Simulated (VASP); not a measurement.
# PbF2 (Fm-3m) in VASP: a series of runs

PbF2 is run at these levels: LDA; tasks: vibrations by perturbation theory, elastic constants.

All numbers are computed with VASP 6.6.1; they aren't measurements. Logs are shortened: lines on timing, memory, paths and dates and some standing lists are left out, and cuts for length are marked.

## (1) The cell of the first run

The structure is cubic, space group Fm-3m (No. 225). Conventional cell: a = 5.927 Å, b = 5.927 Å, c = 5.927 Å, α = 90.00°, β = 90.00°, γ = 90.00°. Pb (site symmetry m-3m) has 8 F at 2.57 Å within 3.4 Å. F (site symmetry -43m) has 4 Pb at 2.57 Å and 6 F at 2.96 Å within 3.4 Å.

## (2) Vibrations by perturbation theory, LDA

INCAR reads:

```
SYSTEM = PbF2
ALGO = Normal
EDIFF = 1E-8
ENCUT = 600
GGA = CA
GGA_COMPAT = .FALSE.
IBRION = 8
ISIF = 2
ISMEAR = 0
LASPH = .TRUE.
LCHARG = .TRUE.
LEPSILON = .TRUE.
LREAL = .FALSE.
LWAVE = .FALSE.
NBANDS = 21
NELM = 120
NSW = 1
PREC = Accurate
SIGMA = 0.01
```

KPOINTS reads:

```
k-points
0
G
  6 6 6
  0 0 0
```

POSCAR reads:

```
PbF2
1.0
    0.0000000000      2.9636600000      2.9636600000
    2.9636600000      0.0000000000      2.9636600000
    2.9636600000      2.9636600000      0.0000000000
Pb F
1 2
Direct
    0.0000000000      0.0000000000      0.0000000000
    0.7500000000      0.7500000000      0.7500000000
    0.2500000000      0.2500000000      0.2500000000
```

Potentials or basis: VASP PAW LDA potentials, release 64 (Pb_d, F).

Command:

```
$ cat potpaw_LDA.64/Pb_d/POTCAR potpaw_LDA.64/F/POTCAR > POTCAR
$ mpirun -np 1 vasp_std > vasp.out
```

OUTCAR:

```text
SYSTEM = PbF2
   EDIFF = 1E-8
   ENCUT = 600
   GGA = CA
   IBRION = 8
   ISIF = 2
   ISMEAR = 0
   LASPH = .TRUE.
   LEPSILON = .TRUE.
   LREAL = .FALSE.
   NELM = 120
   NSW = 1
   PREC = Accurate

 ion  position               nearest neighbor table
   1  0.000  0.000  0.000-   2 2.57   2 2.57   2 2.57   3 2.57   3 2.57   3 2.57   3 2.57   2 2.57

   2  0.750  0.750  0.750-   1 2.57   1 2.57   1 2.57   1 2.57
   3  0.250  0.250  0.250-   1 2.57   1 2.57   1 2.57   1 2.57

  LATTYP: Found a face centered cubic cell.
 ALAT       =     5.9273200000

  Lattice vectors:

 A1 = (   0.0000000000,   2.9636600000,   2.9636600000)
 A2 = (   2.9636600000,   0.0000000000,   2.9636600000)
 A3 = (   2.9636600000,   2.9636600000,   0.0000000000)

Analysis of symmetry for initial positions (statically):
=====================================================================
 Subroutine PRICEL returns:
 Original cell was already a primitive cell.

 Routine SETGRP: Setting up the symmetry group for a
 face centered cubic supercell.

 Subroutine GETGRP returns: Found 48 space group operations
 (whereof 48 operations were pure point group operations)
 out of a pool of 48 trial point group operations.

The static configuration has the point symmetry O_h .

Analysis of symmetry for dynamics (positions and initial velocities):
=====================================================================
 Subroutine PRICEL returns:
 Original cell was already a primitive cell.

 Routine SETGRP: Setting up the symmetry group for a
 face centered cubic supercell.

 Subroutine GETGRP returns: Found 48 space group operations
 (whereof 48 operations were pure point group operations)
 out of a pool of 48 trial point group operations.

The dynamic configuration has the point symmetry O_h .

 Subroutine INISYM returns: Found 48 space group operations
 (whereof 48 operations are pure point group operations),
 and found     1 'primitive' translations

----------------------------------------------------------------------------------------

                                     Primitive cell

  volume of cell :      52.0613

  direct lattice vectors                    reciprocal lattice vectors
     0.000000000  2.963660000  2.963660000    -0.168710311  0.168710311  0.168710311
     2.963660000  0.000000000  2.963660000     0.168710311 -0.168710311  0.168710311
     2.963660000  2.963660000  0.000000000     0.168710311  0.168710311 -0.168710311

  length of vectors
     4.191248166  4.191248166  4.191248166     0.292214830  0.292214830  0.292214830

  position of ions in fractional coordinates (direct lattice)
     0.000000000  0.000000000  0.000000000
     0.750000000  0.750000000  0.750000000
     0.250000000  0.250000000  0.250000000

  ion indices of the primitive-cell ions
   primitive index   ion index
                 1           1
                 2           2
                 3           3

----------------------------------------------------------------------------------------

 KPOINTS: k-points
[... 543 lines left out ...]

--------------------------------------- Ionic step        3  -------------------------------------------

------------------------ aborting loop because EDIFF is reached ----------------------------------------

 PIEZOELECTRIC TENSOR FIELD DIRECTION 3  (e Angst)
 -----------------------------------------------------------------------------
     0.00058  0.00000  0.00000           ( -0.00002  0.00000  0.00000)
     0.00000  0.00058 -0.00000           (  0.00000 -0.00002  0.00000)
     0.00000  0.00000 -0.00154           (  0.00000  0.00000 -0.00002)

 PIEZOELECTRIC TENSOR FIELD DIRECTION 3  (C/m^2)
 -----------------------------------------------------------------------------
     0.00018  0.00000  0.00000
     0.00000  0.00018 -0.00000
     0.00000  0.00000 -0.00048

--------------------------------------- Ionic step        4  -------------------------------------------

------------------------ aborting loop because EDIFF is reached ----------------------------------------

[... ionic steps 5 to 6 ...]

--------------------------------------- Ionic step        7  -------------------------------------------

 Free energy of the ion-electron system (eV)
  ---------------------------------------------------
  ---------------------------------------------------
  free energy    TOTEN  =        -0.52930833 eV

  energy without entropy =       -0.52930833

------------------------ aborting loop because EDIFF is reached ----------------------------------------

 INTERNAL STRAIN TENSOR  FOR ION    2  DIRECTION 1   (eV/Angst):
 -----------------------------------------------------------------------------
     0.01904  0.00000  0.00000
     0.00000 -0.00992  2.11602
     0.00000  2.11602 -0.00992

 MACROSCOPIC STATIC DIELECTRIC TENSOR (including local field effects in DFT)
 ------------------------------------------------------
           3.400687    -0.000000     0.000000
          -0.000000     3.400687    -0.000000
          -0.000000     0.000000     3.400687
 ------------------------------------------------------

 PIEZOELECTRIC TENSOR (including local field effects)  for field in x, y, z        (e  Angst)
          XX          YY          ZZ          XY          YZ          ZX
  --------------------------------------------------------------------------------
  x     0.00000     0.00000     0.00000     0.00000     0.00000     0.00000
  y     0.00000     0.00000     0.00000     0.00000     0.00000     0.00000
  z     0.00000     0.00000     0.00000     0.00000     0.00000     0.00000

 PIEZOELECTRIC TENSOR (including local field effects)  for field in x, y, z        (C/m^2)
          XX          YY          ZZ          XY          YZ          ZX
  --------------------------------------------------------------------------------
  x     0.00000     0.00000     0.00000     0.00000     0.00000     0.00000
  y     0.00000     0.00000     0.00000     0.00000     0.00000     0.00000
  z     0.00000     0.00000     0.00000     0.00000     0.00000     0.00000

 BORN EFFECTIVE CHARGES (including local field effects) (in |e|, cummulative output)
 ---------------------------------------------------------------------------------
 ion    1
    1     3.19448     0.00000     0.00000
    2     0.00000     3.19448     0.00000
    3     0.00000     0.00000     3.19448
 ion    2
    1    -1.59724     0.00000     0.00000
    2     0.00000    -1.59724     0.00000
    3     0.00000     0.00000    -1.59724
 ion    3
    1    -1.59724     0.00000     0.00000
    2     0.00000    -1.59724     0.00000
    3     0.00000     0.00000    -1.59724

 INTERNAL STRAIN TENSOR FOR ION    3 for displacements in x,y,z  (eV/Angst):
          X           Y           Z          XY          YZ          ZX
  --------------------------------------------------------------------------------
  x     0.00000     0.00000     0.00000     0.00000    -2.11602     0.00000
  y    -0.00000     0.00000    -0.00000     0.00000     0.00000    -2.11602
  z    -0.00000    -0.00000     0.00000    -2.11602     0.00000     0.00000

 SECOND DERIVATIVES (NOT SYMMETRIZED)
 ------------------------------------
               1X          1Y          1Z          2X          2Y          2Z          3X          3Y          3Z
  1X    -0.971939    0.000000    0.000000    0.485969    0.000000    0.000000    0.485969    0.000000    0.000000
  1Y     0.000000   -0.971939    0.000000    0.000000    0.485969    0.000000    0.000000    0.485969    0.000000
  1Z     0.000000    0.000000   -0.971939    0.000000    0.000000    0.485969    0.000000    0.000000    0.485969
  2X     0.482812    0.000000    0.000000   -2.160295    0.000000    0.000000    1.677483    0.000000    0.000000
  2Y     0.000000    0.482812   -0.000000    0.000000   -2.160295    0.000000    0.000000    1.677483    0.000000
  2Z     0.000000   -0.000000    0.482812    0.000000    0.000000   -2.160295    0.000000    0.000000    1.677483
  3X     0.482812    0.000000    0.000000    1.677483    0.000000    0.000000   -2.160295    0.000000    0.000000
  3Y     0.000000    0.482812   -0.000000    0.000000    1.677483    0.000000    0.000000   -2.160295    0.000000
  3Z     0.000000   -0.000000    0.482812    0.000000    0.000000    1.677483    0.000000    0.000000   -2.160295

 Eigenvectors and eigenvalues of the dynamical matrix
 ----------------------------------------------------

   1 f  =    7.026461 THz    44.148559 2PiTHz  234.377524 cm-1    29.059096 meV
             X         Y         Z           dx          dy          dz
      0.000000  0.000000  0.000000     0.000000   -0.000000   -0.000000
      4.445490  4.445490  4.445490     0.006601    0.707076   -0.000000
      1.481830  1.481830  1.481830    -0.006601   -0.707076    0.000000
[... 43 lines left out ...]
   9 f/i=    0.003206 THz     0.020145 2PiTHz    0.106948 cm-1     0.013260 meV
             X         Y         Z           dx          dy          dz
      0.000000  0.000000  0.000000     0.749174    0.531757    0.012427
      4.445490  4.445490  4.445490     0.227593    0.161544    0.003775
      1.481830  1.481830  1.481830     0.227593    0.161544    0.003775

--------------------------------------------------------------------------------------------------------

 MACROSCOPIC STATIC DIELECTRIC TENSOR IONIC CONTRIBUTION
 ------------------------------------------------------
          36.572197     0.000000     0.000000
           0.000000    36.572197    -0.000000
           0.000000    -0.000000    36.572197
 ------------------------------------------------------

 ELASTIC MODULI CONTR FROM IONIC RELAXATION (kBar)
 Direction    XX          YY          ZZ          XY          YZ          ZX
 --------------------------------------------------------------------------------
 XX          -0.0000     -0.0000     -0.0000     -0.0000     -0.0000     -0.0000
 YY          -0.0000     -0.0000     -0.0000     -0.0000      0.0000      0.0000
 ZZ          -0.0000     -0.0000     -0.0000     -0.0000      0.0000     -0.0000
 XY          -0.0000     -0.0000     -0.0000    -71.8100      0.0000     -0.0000
 YZ          -0.0000      0.0000      0.0000      0.0000    -71.8100     -0.0000
 ZX          -0.0000      0.0000     -0.0000     -0.0000     -0.0000    -71.8100
 --------------------------------------------------------------------------------

 PIEZOELECTRIC TENSOR IONIC CONTR  for field in x, y, z        (C/m^2)
          XX          YY          ZZ          XY          YZ          ZX
  --------------------------------------------------------------------------------
  x     0.00000     0.00000     0.00000     0.00000    -0.00000     0.00000
  y     0.00000    -0.00000     0.00000     0.00000     0.00000     0.00000
  z     0.00000     0.00000     0.00000     0.00000    -0.00000     0.00000
```

Wall time 12 min (1 thread of AMD EPYC 7R43 (Zen 3), shared host); peak memory 0.32 GiB.

What came out:

| Item | Value |
| --- | --- |
| Electronic dielectric tensor (diagonal) | 3.40 |
| Born charges (mean of the diagonal) | Pb +3.19; F -1.60 e |
| Highest phonon frequency at Γ, LO-TO splitting left out | 234 cm⁻¹ |

Phonon frequencies in cm⁻¹ (negative: imaginary):
```tsv
q point	frequencies
(0.000, 0.000, 0.000)	0 0 0 90 90 90 234 234 234
```

Electronic dielectric tensor:
```
3.40 0.00 0.00
0.00 3.40 0.00
0.00 0.00 3.40
```

Born effective charge tensors (e):
atom 1, Pb
```
3.19 0.00 0.00
0.00 3.19 0.00
0.00 0.00 3.19
```
atom 2, F
```
-1.60  0.00  0.00
 0.00 -1.60  0.00
 0.00  0.00 -1.60
```
atom 3, F
```
-1.60  0.00  0.00
 0.00 -1.60  0.00
 0.00  0.00 -1.60
```

Caveat: the cell stands under pressure or tension, which shifts response properties; spin-orbit coupling is left out, which moves the levels of the heavy elements.

## (3) Elastic constants, LDA

INCAR reads:

```
ALGO = Normal
EDIFF = 1E-8
ENCUT = 600
GGA = CA
GGA_COMPAT = False
IBRION = 6
ISIF = 3
ISMEAR = 0
LASPH = True
LCHARG = True
LREAL = False
LWAVE = False
NELM = 120
NFREE = 2
NSW = 1
POTIM = 0.015
PREC = Accurate
SIGMA = 0.01
```

KPOINTS reads:

```
k-points
0
Gamma
  6 6 6
```

POSCAR is that of step 2.

Potentials or basis: VASP PAW LDA potentials, release 64 (Pb_d, F).

Command:

```
$ cat potpaw_LDA.64/Pb_d/POTCAR potpaw_LDA.64/F/POTCAR > POTCAR
$ mpirun -np 1 vasp_std > vasp.out
```

It took 12 min on 1 thread of AMD EPYC 7R43 (Zen 3), shared host; peak memory 0.23 GiB.

Results (log left out):

* Elastic constants C11, C12, C44: 107, 51, 23 GPa
* Voigt bulk modulus: 70 GPa
* Highest phonon frequency at Γ, LO-TO splitting left out: 235 cm⁻¹

Phonon frequencies in cm⁻¹ (negative: imaginary):
| q point | frequencies |
| --- | --- |
| (0.000, 0.000, 0.000) | 0 0 0 91 91 91 235 235 235 |

Elastic tensor in Voigt notation (GPa, in the Cartesian axes of the cell as first typed):
```
107  51  51   0   0   0
 51 107  51   0   0   0
 51  51 107   0   0   0
  0   0   0  23   0   0
  0   0   0   0  23   0
  0   0   0   0   0  23
```

Clamped-ion elastic tensor (GPa):
```
107  51  51   0   0   0
 51 107  51   0   0   0
 51  51 107   0   0   0
  0   0   0  29   0   0
  0   0   0   0  29   0
  0   0   0   0   0  29
```

Caveat: the cell is under stress, which shifts elastic constants; spin-orbit coupling is left out, which moves the levels of the heavy elements.
